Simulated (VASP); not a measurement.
Input of a VASP 6.6.1 run:

The input INCAR:

```
PREC = Accurate
ENCUT = 520
EDIFF = 1E-6
ISMEAR = 0
SIGMA = 0.1
LREAL = False
LASPH = True
NELM = 60
ALGO = Normal
ISIF = 2
LWAVE = False
LCHARG = False
GGA = PE
NBANDS = 31
```

Contents of KPOINTS:

```
Automatic mesh
0
Gamma
  6 6 6
```

POSCAR

```
Ga2BAs3
1.0
   -1.9001415200      1.9001415200      8.0616177200
    1.9001415200     -1.9001415200      8.0616177200
    1.9001415200      1.9001415200     -8.0616177200
Ga B As
2 1 3
Direct
    0.8333333300      0.8333333300      0.0000000000
    0.1666666700      0.1666666700      0.0000000000
    0.5000000000      0.5000000000      0.0000000000
    0.5833333300      0.0833333300      0.5000000000
    0.2500000000      0.7500000000      0.5000000000
    0.9166666700      0.4166666700      0.5000000000
```

Potentials or basis: VASP PAW PBE potentials, release 64 (Ga_d, B, As).

Run with:

```bash
$ cat potpaw_PBE.64/Ga_d/POTCAR potpaw_PBE.64/B/POTCAR potpaw_PBE.64/As/POTCAR > POTCAR
$ mpirun -np 1 vasp_std > vasp.out
```

Task: What does it give for the pressure?

Result: 6.1 GPa.

Task: Estimate the band gap on the k mesh.

Result: 0.91 eV.

Task: Predict the largest force.

Result: 3.208 eV/Å.

Forces on the atoms (eV/Å):
```
Ga   0.000  0.000  0.238
Ga   0.000  0.000 -0.238
B    0.000  0.000  0.000
As   0.000  0.000 -3.208
As   0.000  0.000  0.000
As   0.000  0.000  3.208
```

Caveat: the cell stands under pressure; forces of over 1 eV/Å act on the atoms, so gaps and moduli don't describe the material at rest. A k mesh can miss the band edges.
